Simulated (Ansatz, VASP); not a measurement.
**Zr3SeS2: VASP beside Ansatz**

Contents of INCAR:

```
SYSTEM = Zr3SeS2
ALGO     = Fast           ! electronic algorithm
EDIFF    = 1E-6           ! SCF threshold, eV
EDIFFG   = -0.01          ! ionic threshold
ENCUT    = 600            ! plane-wave cutoff, eV
GGA      = PE             ! functional
IBRION   = 2              ! ionic algorithm
ISIF     = 3              ! what is computed and relaxed
ISMEAR   = 0              ! smearing method
LASPH    = .True.         ! aspherical terms in the spheres
LCHARG   = .False.        ! write CHGCAR
LREAL    = .False.        ! projectors in reciprocal space
LWAVE    = .False.        ! write WAVECAR
NELM     = 80             ! most SCF steps
NSW      = 100            ! ionic steps
PREC     = Accurate       ! precision mode
SIGMA    = 0.1            ! smearing width, eV
```

The input KPOINTS:

```
k-points
0
Gamma
  8 8 10
  0 0 0
```

POSCAR

```
Zr3SeS2
1.0
    3.1173772525     -5.6676832144      0.0000000000
    3.1173772525      5.6676832144      0.0000000000
    0.0000000000      0.0000000000      3.8507426232
Zr Se S
3 1 2
Direct
    0.0000000000      0.5000000000      0.0000000000
    0.5000000000      0.0000000000      0.0000000000
    0.5000000000      0.5000000000      0.5000000000
    0.0000000000      0.0000000000      0.5000000000
    0.2815304715      0.7184695285      0.5000000000
    0.7184695285      0.2815304715      0.5000000000
```

Input for Ansatz:

```yaml
crystal:
  lattice:
    - [3.117377258, -5.6676832289, 0.0]
    - [3.117377258, 5.6676832289, 0.0]
    - [0.0, 0.0, 3.8507426621]
  atoms:
    - { symbol: Zr, position: [0.0, 0.5, 0.0] }
    - { symbol: Zr, position: [0.5, 0.0, 0.0] }
    - { symbol: Zr, position: [0.5, 0.5, 0.5] }
    - { symbol: Se, position: [0.0, 0.0, 0.5] }
    - { symbol: S, position: [0.28153047, 0.71846953, 0.5] }
    - { symbol: S, position: [0.71846953, 0.28153047, 0.5] }
basis:
  ecutwfc: 420
kpoints:
  mp_grid: { grid: [8, 8, 10] }
hamiltonian:
  xc: pbe
scf:
  occupations: { method: gaussian, width: 0.1 }
output:
  forces: true
  stress: true
  eigenvalues: true
relax:
  adjacent_minimum: "off"
  f_tol: 0.01
  max_steps: 80
  cell: { stress_tol: 0.05 }
```

Alike in both runs: task relaxation of cell and atoms; functional PBE; k mesh 8 × 8 × 10; occupations gaussian, width 0.1 eV; no spin polarisation.

|  | VASP | Ansatz |
| --- | --- | --- |
| version | VASP 6.6.1 | Ansatz 0.2.0 |
| potentials or method | VASP PAW PBE potentials, release 64 (Zr_sv, Se, S), cutoff 600 eV | scalar-relativistic, plane waves, PAW |
| valence electrons in the cell | 54 | 64 |

|  | VASP | Ansatz | Ansatz less VASP |
| --- | --- | --- | --- |
| gap on the k mesh at the Fermi level, each at its own relaxed structure (eV) | none | none | - |
| relaxed volume (Å³/atom) | 22.70 | 22.69 | -0.010 |
| relaxed length of the cell vector where the two differ most in proportion (Å) | 3.854 | 3.853 | -0.0010 |

A gap of «none» marks a metal or a gap that the smearing closes. VASP's potentials hold 54 valence electrons a cell and Ansatz's 64, so a difference there can come from the potentials and not from the codes.
